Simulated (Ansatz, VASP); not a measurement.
Two plane-wave programs on SnO2

```
Sn O
1.0
     4.78800    0.00000    0.00000
     0.00000    4.86658    0.00000
     0.00000    0.00000    3.24090
Sn O
2 4
Direct
  0.50611 0.50267 0.48439
  0.97942 0.99859 0.95969
  0.35193 0.33351 0.02788
  0.76287 0.21234 0.46422
  0.20946 0.78920 0.55314
  0.69020 0.66370 0.01068
```

Change from the starting cell: all atoms moved at random (sigma 0.15 Å a component).

Alike in both runs: task single point; functional LDA; k mesh 6 × 6 × 8; occupations gaussian, width 0.05 eV; no spin polarisation.

```csv
,VASP,Ansatz
version,VASP 6.6.1,Ansatz 0.2.0
potentials or method,"VASP PAW LDA potentials, release 64 (Sn_d, O), cutoff 520 eV","scalar-relativistic, plane waves, PAW"
valence electrons in the cell,52,52
```

|  | VASP | Ansatz | Ansatz less VASP |
| --- | --- | --- | --- |
| gap on the k mesh at the Fermi level (eV) | 0.24 | 0.22 | -0.022 |
| least direct gap on the mesh (eV) | 0.24 | 0.22 | -0.022 |
| pressure (GPa) | 4.4 | 3.6 | -0.80 |
| traceless stress, the component that is largest in VASP (GPa) | 2.95 | 2.83 | -0.123 |
| rms of the force components (eV/Å) | 2.936 | 2.899 | -0.0368 |

LDA's correlation is that of Perdew and Zunger in VASP and of Perdew and Wang (1992) in Ansatz. Atom by atom the forces differ by 0.042 eV/Å (rms over components).
